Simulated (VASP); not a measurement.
# AlN (rock salt) (Fm-3m) in VASP: further runs, part 2 of 4

VASP 6.6.1. Earlier steps stand in the parts before.

## 3. Single point, PBE (volume scaled by 0.89)

INCAR reads:

```
PREC = Accurate
ENCUT = 600
EDIFF = 1E-6
ISMEAR = 0
SIGMA = 0.01
LREAL = F
LASPH = T
NELM = 120
ALGO = Normal
ISIF = 2
LWAVE = F
LCHARG = F
GGA = PE
NBANDS = 11
GGA_COMPAT = F
```

KPOINTS reads:

```
Automatic mesh
0
Gamma
  10 10 10
```

POSCAR reads:

```
AlN
1.0
    0.0000000000      1.9454430971      1.9454430971
    1.9454430971      0.0000000000      1.9454430971
    1.9454430971      1.9454430971      0.0000000000
Al N
1 1
Direct
    0.0000000000      0.0000000000      0.0000000000
    0.5000000000      0.5000000000      0.5000000000
```

Potentials or basis: VASP PAW PBE potentials, release 64 (Al, N).

The run is started by

```
$ cat potpaw_PBE.64/Al/POTCAR potpaw_PBE.64/N/POTCAR > POTCAR
$ mpirun -np 1 vasp_std > vasp.out
```

OUTCAR:

```text
PREC = Accurate
   ENCUT = 600
   EDIFF = 1E-6
   ISMEAR = 0
   LREAL = F
   LASPH = T
   NELM = 120
   ISIF = 2
   GGA = PE

 ion  position               nearest neighbor table
   1  0.000  0.000  0.000-   2 1.95   2 1.95   2 1.95   2 1.95   2 1.95   2 1.95
   2  0.500  0.500  0.500-   1 1.95   1 1.95   1 1.95   1 1.95   1 1.95   1 1.95

  LATTYP: Found a face centered cubic cell.
 ALAT       =     3.8908861942

  Lattice vectors:

 A1 = (   0.0000000000,   1.9454430971,   1.9454430971)
 A2 = (   1.9454430971,   0.0000000000,   1.9454430971)
 A3 = (   1.9454430971,   1.9454430971,   0.0000000000)

Analysis of symmetry for initial positions (statically):
=====================================================================
 Subroutine PRICEL returns:
 Original cell was already a primitive cell.

 Routine SETGRP: Setting up the symmetry group for a
 face centered cubic supercell.

 Subroutine GETGRP returns: Found 48 space group operations
 (whereof 48 operations were pure point group operations)
 out of a pool of 48 trial point group operations.

The static configuration has the point symmetry O_h .

Analysis of symmetry for dynamics (positions and initial velocities):
=====================================================================
 Subroutine PRICEL returns:
 Original cell was already a primitive cell.

 Routine SETGRP: Setting up the symmetry group for a
 face centered cubic supercell.

 Subroutine GETGRP returns: Found 48 space group operations
 (whereof 48 operations were pure point group operations)
 out of a pool of 48 trial point group operations.

The dynamic configuration has the point symmetry O_h .

 Subroutine INISYM returns: Found 48 space group operations
 (whereof 48 operations are pure point group operations),
 and found     1 'primitive' translations

----------------------------------------------------------------------------------------

                                     Primitive cell

[... 112 lines left out ...]
  Fermi-wavevector in a.u.,A,eV,Ry     =   1.335805  2.524305 24.277884  1.784374
  Thomas-Fermi vector in A             =   2.464480
   LORBIT       =      0    0 simple, 1 ext, 2 COOP (PROOUT), +10 PAW based schemes
   GGA     = PE    functional components
   LHFCALC =     F    Hartree Fock is set to
   AEXX    =    0.0000 exact exchange contribution
   IVDW    =     0    specifies the selected vdW correction
   LEPSILON=     F    determine dielectric tensor
   LRPA    =     F    only Hartree local field effects (RPA)
 non-spin polarized calculation
 Gauss-broadening in eV      SIGMA  =   0.01
  energy-cutoff  :      600.00
  volume of cell :       14.73
 maximum number of plane-waves:       531
 NGX is ok and might be reduce to    24
   NGX = 11   NGY = 11   NGZ = 11

 number of electron       8.0000001 magnetization

 Free energy of the ion-electron system (eV)
  ---------------------------------------------------
  ext. energy  EPLUGINS =         0.00000000
  ---------------------------------------------------
  free energy    TOTEN  =       -14.28420567 eV

  energy without entropy =      -14.28420567  energy(sigma->0) =      -14.28420567

 E-fermi :  11.6014     XC(G=0): -12.8364

 val. band max:       11.5330619201   @ k =   0.0000   0.0000   0.0000
 cond. band min:      16.6149350730   @ k =   0.5000   0.5000   0.0000
 fundamental gap:      5.0818731529
 Fermi energy:        11.6014210426

 k-point     1 :       0.0000    0.0000    0.0000
  band No.  band energies     occupation
      1      -7.1149      2.00000
      2      11.5331      2.00000
      3      11.5331      2.00000
      4      11.5331      2.00000
      5      18.9756      0.00000
      6      24.0646      0.00000
      7      24.0646      0.00000
      8      24.0646      0.00000
      9      29.5287      0.00000
     10      30.1841      0.00000
     11      30.1841      0.00000
[... 309 lines left out ...]
 k-point    24 :       0.4000    0.3000    0.0000
  band No.  band energies     occupation
      1      -3.7095      2.00000
      2       5.1986      2.00000
      3       8.4047      2.00000
      4       8.9830      2.00000
      5      18.0264      0.00000
      6      19.2971      0.00000
      7      25.1287      0.00000
      8      28.6226      0.00000
      9      29.5462      0.00000
     10      34.6830      0.00000
     11      38.1436      0.00000

 [... further k-points ...]
[... 5 lines left out ...]
  --------------------------------------------------------------------------------------
  -------------------------------------------------------------------------------------
  Total        4.0537134      4.0537134      4.0537134      0.0000000      0.0000000      0.0000000
  in kB      441.0400556    441.0400556    441.0400556      0.0000000      0.0000000      0.0000000
  external PRESSURE =     441.0400556 kB  Pullay stress =       0.0000000 kB

 VOLUME and BASIS-vectors are now :
 -----------------------------------------------------------------------------
  energy-cutoff  :      600.00
  volume of cell :       14.73
      direct lattice vectors                 reciprocal lattice vectors
     0.000000000  1.945443097  1.945443097    -0.257010858  0.257010858  0.257010858
     1.945443097  0.000000000  1.945443097     0.257010858 -0.257010858  0.257010858
     1.945443097  1.945443097  0.000000000     0.257010858  0.257010858 -0.257010858

 POSITION                                       TOTAL-FORCE (eV/Angst)
 -----------------------------------------------------------------------------------
      0.00000      0.00000      0.00000        -0.000000      0.000000      0.000000
      1.94544      1.94544      1.94544         0.000000     -0.000000     -0.000000
 -----------------------------------------------------------------------------------
    total drift:                               -0.000000     -0.000000      0.000000

  FREE ENERGIE OF THE ION-ELECTRON SYSTEM (eV)
  ---------------------------------------------------
  free  energy   TOTEN  =       -14.2842056658 eV

  energy  without entropy=      -14.2842056658  energy(sigma->0) =      -14.28420567
```

OSZICAR:

```text
N       E                     dE             d eps       ncg     rms          rms(c)
DAV:   1     0.155923936964E+02    0.15592E+02   -0.46191E+03  1050   0.729E+02
DAV:   2    -0.152832838743E+02   -0.30876E+02   -0.29475E+02  1225   0.167E+02
DAV:   3    -0.161522958289E+02   -0.86901E+00   -0.86779E+00  1268   0.253E+01
DAV:   4    -0.161557584104E+02   -0.34626E-02   -0.34624E-02  1145   0.173E+00
DAV:   5    -0.161557880724E+02   -0.29662E-04   -0.29662E-04  1243   0.155E-01    0.812E+00
DAV:   6    -0.143208996391E+02    0.18349E+01   -0.70096E+00  1187   0.156E+01    0.299E+00
DAV:   7    -0.142892996632E+02    0.31600E-01   -0.26533E-01  1176   0.361E+00    0.192E+00
DAV:   8    -0.142844940877E+02    0.48056E-02   -0.14932E-02  1112   0.115E+00    0.378E-01
DAV:   9    -0.142841615405E+02    0.33255E-03   -0.12426E-03  1196   0.240E-01    0.175E-01
DAV:  10    -0.142842144266E+02   -0.52886E-04   -0.15656E-04  1162   0.887E-02    0.616E-02
DAV:  11    -0.142842058473E+02    0.85793E-05   -0.29229E-05  1226   0.332E-02    0.862E-03
DAV:  12    -0.142842056658E+02    0.18148E-06   -0.92164E-07   606   0.849E-03
   1 F= -.14284206E+02 E0= -.14284206E+02  d E =-.858765E-25
```

It took 7 s on 1 thread of Intel Xeon 6455B, shared host; peak memory 0.14 GiB.

Results:

| Property | Result |
| --- | --- |
| Free energy | -14.2842 eV |
| Pressure | 44.1 GPa |
| Band gap on the k mesh | 5.08 eV, indirect (least direct gap 7.44 eV) |

## 4. Single point, PBE (volume scaled by 1.01)

INCAR reads:

```
SYSTEM = AlN
  PREC = Accurate
  ENCUT = 600
  EDIFF = 1E-6
  ISMEAR = 0
  SIGMA = 0.01
  LREAL = .False.
  LASPH = .True.
  NELM = 120
  ALGO = Normal
  ISIF = 2
  LWAVE = .False.
  LCHARG = .False.
  GGA = PE
  NBANDS = 11
  GGA_COMPAT = .False.
```

KPOINTS reads:

```
regular mesh
0
Gamma
  10 10 10
  0 0 0
```

POSCAR reads:

```
AlN
1.0
    0.0000000000      2.0292193185      2.0292193185
    2.0292193185      0.0000000000      2.0292193185
    2.0292193185      2.0292193185      0.0000000000
Al N
1 1
Direct
    0.0000000000      0.0000000000      0.0000000000
    0.5000000000      0.5000000000      0.5000000000
```

The run is started by

```
$ cat potpaw_PBE.64/Al/POTCAR potpaw_PBE.64/N/POTCAR > POTCAR
$ mpirun -np 1 vasp_std > vasp.out
```

It took 7.6 s on 1 thread of Intel Xeon 6455B, shared host; peak memory 0.14 GiB.

The run converged. Its results:

* Free energy: -14.5467 eV
* Pressure: 1.9 GPa
* Band gap on the k mesh: 4.50 eV, indirect (least direct gap 5.52 eV)

Levels at points of the mesh, in eV from the valence-band top:
```
           k point  band 1  band 2  band 3  band 4  band 5  band 6  band 7  band 8
(0.00, 0.00, 0.00)  -17.45    0.00    0.00    0.00    5.52   12.13   12.13   12.13
(0.50, 0.00, 0.00)  -14.24   -8.23   -1.06   -1.06    6.06   10.91   10.91   13.13
(0.50, 0.50, 0.00)  -13.27   -7.31   -2.77   -2.77    4.50    5.32   13.91   17.07
```

 A k mesh can miss the band edges.

## 5. Single point, PBE (volume scaled by 0.98)

INCAR reads:

```
SYSTEM = AlN
PREC = Accurate
ENCUT = 600
EDIFF = 1E-6
ISMEAR = 0
SIGMA = 0.01
LREAL = .FALSE.
LASPH = .TRUE.
NELM = 120
ALGO = Normal
ISIF = 2
LWAVE = .FALSE.
LCHARG = .FALSE.
GGA = PE
NBANDS = 11
GGA_COMPAT = .FALSE.
```

KPOINTS reads:

```
Automatic mesh
0
G
  10 10 10
  0 0 0
```

POSCAR reads:

```
AlN
1.0
    0.0000000000      2.0089257655      2.0089257655
    2.0089257655      0.0000000000      2.0089257655
    2.0089257655      2.0089257655      0.0000000000
Al N
1 1
Direct
    0.0000000000      0.0000000000      0.0000000000
    0.5000000000      0.5000000000      0.5000000000
```

Potentials or basis: VASP PAW PBE potentials, release 64 (Al, N).

The run is started by

```
$ cat potpaw_PBE.64/Al/POTCAR potpaw_PBE.64/N/POTCAR > POTCAR
$ mpirun -np 1 vasp_std > vasp.out
```

OUTCAR:

```text
SYSTEM = AlN
   PREC = Accurate
   ENCUT = 600
   EDIFF = 1E-6
   ISMEAR = 0
   LREAL = .FALSE.
   LASPH = .TRUE.
   NELM = 120
   ISIF = 2
   GGA = PE

 ion  position               nearest neighbor table
   1  0.000  0.000  0.000-   2 2.01   2 2.01   2 2.01   2 2.01   2 2.01   2 2.01
   2  0.500  0.500  0.500-   1 2.01   1 2.01   1 2.01   1 2.01   1 2.01   1 2.01

  LATTYP: Found a face centered cubic cell.
 ALAT       =     4.0178515310

  Lattice vectors:

 A1 = (   0.0000000000,   2.0089257655,   2.0089257655)
 A2 = (   2.0089257655,   0.0000000000,   2.0089257655)
 A3 = (   2.0089257655,   2.0089257655,   0.0000000000)

Analysis of symmetry for initial positions (statically):
=====================================================================
 Subroutine PRICEL returns:
 Original cell was already a primitive cell.

 Routine SETGRP: Setting up the symmetry group for a
 face centered cubic supercell.

 Subroutine GETGRP returns: Found 48 space group operations
 (whereof 48 operations were pure point group operations)
 out of a pool of 48 trial point group operations.

The static configuration has the point symmetry O_h .

Analysis of symmetry for dynamics (positions and initial velocities):
=====================================================================
 Subroutine PRICEL returns:
 Original cell was already a primitive cell.

 Routine SETGRP: Setting up the symmetry group for a
 face centered cubic supercell.

 Subroutine GETGRP returns: Found 48 space group operations
 (whereof 48 operations were pure point group operations)
 out of a pool of 48 trial point group operations.

The dynamic configuration has the point symmetry O_h .

 Subroutine INISYM returns: Found 48 space group operations
 (whereof 48 operations are pure point group operations),
 and found     1 'primitive' translations

----------------------------------------------------------------------------------------

                                     Primitive cell

  volume of cell :      16.2152

  direct lattice vectors                    reciprocal lattice vectors
     0.000000000  2.008925765  2.008925765    -0.248889237  0.248889237  0.248889237
     2.008925765  0.000000000  2.008925765     0.248889237 -0.248889237  0.248889237
     2.008925765  2.008925765  0.000000000     0.248889237  0.248889237 -0.248889237

  length of vectors
     2.841050063  2.841050063  2.841050063     0.431088803  0.431088803  0.431088803

  position of ions in fractional coordinates (direct lattice)
     0.000000000  0.000000000  0.000000000
     0.500000000  0.500000000  0.500000000

  ion indices of the primitive-cell ions
   primitive index   ion index
                 1           1
                 2           2

----------------------------------------------------------------------------------------

 KPOINTS: Automatic mesh

Automatic generation of k-mesh.
 Grid dimensions read from file:
 generate k-points for:   10   10   10

 Generating k-lattice:

  Cartesian coordinates                     Fractional coordinates (reciprocal lattice)
    -0.024888924  0.024888924  0.024888924     0.100000000  0.000000000  0.000000000
     0.024888924 -0.024888924  0.024888924     0.000000000  0.100000000  0.000000000
     0.024888924  0.024888924 -0.024888924     0.000000000  0.000000000  0.100000000

  Length of vectors
     0.043108880  0.043108880  0.043108880

  Shift w.r.t. Gamma in fractional coordinates (k-lattice)
     0.000000000  0.000000000  0.000000000

 Subroutine IBZKPT returns following result:
 ===========================================

 Found     47 irreducible k-points:

 Following reciprocal coordinates:
            Coordinates               Weight
  0.000000  0.000000  0.000000      1.000000
  0.100000  0.000000  0.000000      8.000000
  0.200000  0.000000  0.000000      8.000000
  0.300000  0.000000  0.000000      8.000000
  0.400000  0.000000  0.000000      8.000000
  0.500000  0.000000  0.000000      4.000000
[... 16 lines left out ...]
  0.300000  0.300000  0.000000      6.000000
  0.400000  0.300000  0.000000     24.000000
 [... further k-points ...]
   k-points           NKPTS =     47   k-points in BZ     NKDIM =     47   number of bands    NBANDS=     11
   number of dos      NEDOS =    301   number of ions     NIONS =      2
   total plane-waves  NPLWV =  13824
   dimension x,y,z NGX =    24 NGY =   24 NGZ =   24
   dimension x,y,z NGXF=    48 NGYF=   48 NGZF=   48
   ions per type =               1   1
   NGX,Y,Z   is equivalent  to a cutoff of  14.04, 14.04, 14.04 a.u.
   NGXF,Y,Z  is equivalent  to a cutoff of  28.09, 28.09, 28.09 a.u.
 SYSTEM =  AlN
   PREC   = accura    normal or accurate (medium, high low for compatibility)
   ISTART =      0    job   : 0-new  1-cont  2-samecut
   ICHARG =      2    charge: 1-file 2-atom 10-const
   ISPIN  =      1    spin polarized calculation?
   LNONCOLLINEAR =      F non collinear calculations
   LSORBIT =      F    spin-orbit coupling
   LASPH  =      T    aspherical Exc in radial PAW
   ENCUT  =  600.0 eV  44.10 Ry    6.64 a.u.   5.67  5.67  5.67*2*pi/ulx,y,z
   NELM   =    120;   NELMIN=  2; NELMDL= -5     # of ELM steps
   EDIFF  = 0.1E-05   stopping-criterion for ELM
   LREAL  =      F    real-space projection
   EDIFFG = 0.1E-04   stopping-criterion for IOM
   NSW    =      0    number of steps for IOM
   IBRION =     -1    ionic relax: 0-MD 1-quasi-New 2-CG
   NFREE  =      0    steps in history (QN), initial steepest desc. (CG)
   ISIF   =      2    stress and relaxation
   ISYM   =      2    0-nonsym 1-usesym 2-fastsym
   POTIM  = 0.5000    time-step for ionic-motion
   TEBEG  =    0.0;   TEEND  =   0.0 temperature during run
   PSTRESS=    0.0 pullay stress
   NELECT =       8.0000    total number of electrons
   NUPDOWN=      -1.0000    fix difference up-down
   EMIN   =  10.00;   EMAX   =-10.00  energy-range for DOS
   EFERMI =   0.00;   METHOD = LEGACY
   ISMEAR =     0;   SIGMA  =   0.01  broadening in eV -4-tet -1-fermi 0-gaus
   EFERMI_NEDOS =   21; number of points for ismear=-14 and -15
   IALGO  =     38    algorithm
   IMIX   =      4    mixing-type and parameters
     AMIX     =   0.40;   BMIX     =  1.00
     AMIX_MAG =   1.60;   BMIX_MAG =  1.00
  volume/ion in A,a.u.               =       8.11        54.71
  Fermi-wavevector in a.u.,A,eV,Ry     =   1.293593  2.444536 22.767751  1.673382
  Thomas-Fermi vector in A             =   2.425229
   LORBIT       =      0    0 simple, 1 ext, 2 COOP (PROOUT), +10 PAW based schemes
   GGA     = PE    functional components
   LHFCALC =     F    Hartree Fock is set to
   AEXX    =    0.0000 exact exchange contribution
   IVDW    =     0    specifies the selected vdW correction
   LEPSILON=     F    determine dielectric tensor
   LRPA    =     F    only Hartree local field effects (RPA)
 non-spin polarized calculation
 Gauss-broadening in eV      SIGMA  =   0.01
  energy-cutoff  :      600.00
  volume of cell :       16.22
 maximum number of plane-waves:       552
   NGX = 11   NGY = 11   NGZ = 11

 number of electron       7.9999999 magnetization

 Free energy of the ion-electron system (eV)
  ---------------------------------------------------
  ext. energy  EPLUGINS =         0.00000000
  ---------------------------------------------------
  free energy    TOTEN  =       -14.52747882 eV

  energy without entropy =      -14.52747882  energy(sigma->0) =      -14.52747882

 E-fermi :  10.3357     XC(G=0): -12.3742

 val. band max:       10.2104542330   @ k =   0.0000   0.0000   0.0000
 cond. band min:      15.0005089239   @ k =   0.5000   0.5000   0.0000
 fundamental gap:      4.7900546910
 Fermi energy:        10.3356996620

 k-point     1 :       0.0000    0.0000    0.0000
  band No.  band energies     occupation
      1      -7.5159      2.00000
      2      10.2105      2.00000
      3      10.2105      2.00000
      4      10.2105      2.00000
      5      16.1652      0.00000
      6      22.4387      0.00000
      7      22.4387      0.00000
      8      22.4387      0.00000
      9      27.6308      0.00000
     10      28.1398      0.00000
     11      28.1398      0.00000
[... 309 lines left out ...]
 k-point    24 :       0.4000    0.3000    0.0000
  band No.  band energies     occupation
      1      -4.4404      2.00000
      2       4.2848      2.00000
      3       7.3615      2.00000
      4       7.8877      2.00000
      5      16.4774      0.00000
      6      17.2066      0.00000
      7      22.6407      0.00000
      8      26.0556      0.00000
      9      26.8428      0.00000
     10      32.2548      0.00000
     11      35.2972      0.00000

 [... further k-points ...]
[... 5 lines left out ...]
  --------------------------------------------------------------------------------------
  -------------------------------------------------------------------------------------
  Total        1.0307604      1.0307604      1.0307604     -0.0000000      0.0000000      0.0000000
  in kB      101.8466259    101.8466259    101.8466259     -0.0000000      0.0000000      0.0000000
  external PRESSURE =     101.8466259 kB  Pullay stress =       0.0000000 kB

 VOLUME and BASIS-vectors are now :
 -----------------------------------------------------------------------------
  energy-cutoff  :      600.00
  volume of cell :       16.22
      direct lattice vectors                 reciprocal lattice vectors
     0.000000000  2.008925765  2.008925765    -0.248889237  0.248889237  0.248889237
     2.008925765  0.000000000  2.008925765     0.248889237 -0.248889237  0.248889237
     2.008925765  2.008925765  0.000000000     0.248889237  0.248889237 -0.248889237

 POSITION                                       TOTAL-FORCE (eV/Angst)
 -----------------------------------------------------------------------------------
      0.00000      0.00000      0.00000         0.000000     -0.000000     -0.000000
      2.00893      2.00893      2.00893        -0.000000      0.000000      0.000000
 -----------------------------------------------------------------------------------
    total drift:                               -0.000000     -0.000000      0.000000

  FREE ENERGIE OF THE ION-ELECTRON SYSTEM (eV)
  ---------------------------------------------------
  free  energy   TOTEN  =       -14.5274788239 eV

  energy  without entropy=      -14.5274788239  energy(sigma->0) =      -14.52747882
```

stdout:

```text
POSCAR found type information on POSCAR AlN
 POSCAR found :  2 types and       2 ions
 scaLAPACK will be used
 LDA part: xc-table for (Slater+PW92), standard interpolation
 POSCAR, INCAR and KPOINTS ok, starting setup
 FFT: planning ... GRIDC
 FFT: planning ... GRID_SOFT
 FFT: planning ... GRID
 WAVECAR not read
 entering main loop
```

Run time: 7.6 s. Hardware: 1 thread of Intel Xeon 6455B, shared host; peak memory 0.14 GiB.

What came out:

```
Free energy            : -14.5275 eV
Pressure               : 10.2 GPa
Band gap on the k mesh : 4.79 eV, indirect (least direct gap 5.95 eV)
```

Levels at points of the mesh, in eV from the valence-band top:
```tsv
k point	band 1	band 2	band 3	band 4	band 5	band 6	band 7	band 8
(0.00, 0.00, 0.00)	-17.73	0.00	0.00	0.00	5.95	12.23	12.23	12.23
(0.50, 0.00, 0.00)	-14.39	-8.43	-1.11	-1.11	6.26	11.15	11.15	13.59
(0.50, 0.50, 0.00)	-13.38	-7.51	-2.85	-2.85	4.79	5.27	14.28	17.55
```

(Continued in part 3 of 4.)
